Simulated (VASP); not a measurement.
**Ni: single point with LDA**

Ni:

```xyz
2
Lattice="0.0000 3.5271 3.5271 1.7635 0.0000 1.7635 1.7635 1.7635 0.0000" Properties=species:S:1:pos:R:3 pbc="T T T"
Ni    0.0000    0.0000    0.0000
Ni    0.0000    1.7635    1.7635
```

| Property | Result |
| --- | --- |
| Program | VASP 6.6.1 |
| Task | single point |
| Functional | LDA |
| Potentials or basis | VASP PAW LDA potentials, release 64 (Ni) |
| Cutoff | 520 eV |
| k mesh | 7 × 14 × 14 |
| Occupations | fermi-dirac, width 0.05 eV |
| Spin | collinear spin, antiferromagnetic start |
| Starting moments | [2.0, -2.0] μB |

The pressure is -19.0 GPa, the band gap on the k mesh is zero (filled and empty bands overlap) and the net moment is 0.00 μB per cell. The site moments are Ni +0.06, -0.06 μB and the valence electrons inside the program's atomic spheres are Ni 9.31.

Levels at points of the mesh, in eV from the Fermi level:
Spin up:
```csv
k point,band 6,band 7,band 8,band 9,band 10,band 11,band 12,band 13,band 14,band 15
"(0.00, 0.00, 0.00)",-1.83,-1.83,-0.72,-0.72,-0.05,0.00,0.00,6.02,22.40,23.88
"(0.00, 0.50, 0.00)",-0.05,-0.03,0.00,0.02,0.17,0.17,2.65,6.02,9.52,14.90
```
Spin down:
```csv
k point,band 6,band 7,band 8,band 9,band 10,band 11,band 12,band 13,band 14,band 15
"(0.00, 0.00, 0.00)",-1.83,-1.83,-0.72,-0.72,-0.05,0.00,0.00,6.02,22.40,23.88
"(0.00, 0.50, 0.00)",-0.05,-0.03,0.00,0.02,0.17,0.17,2.65,6.02,9.52,14.90
```

It took 120 s on 1 thread of Intel(R) Xeon(R) 6975P-C (Granite Rapids), with other jobs on the host, peak memory 0.21 GiB.
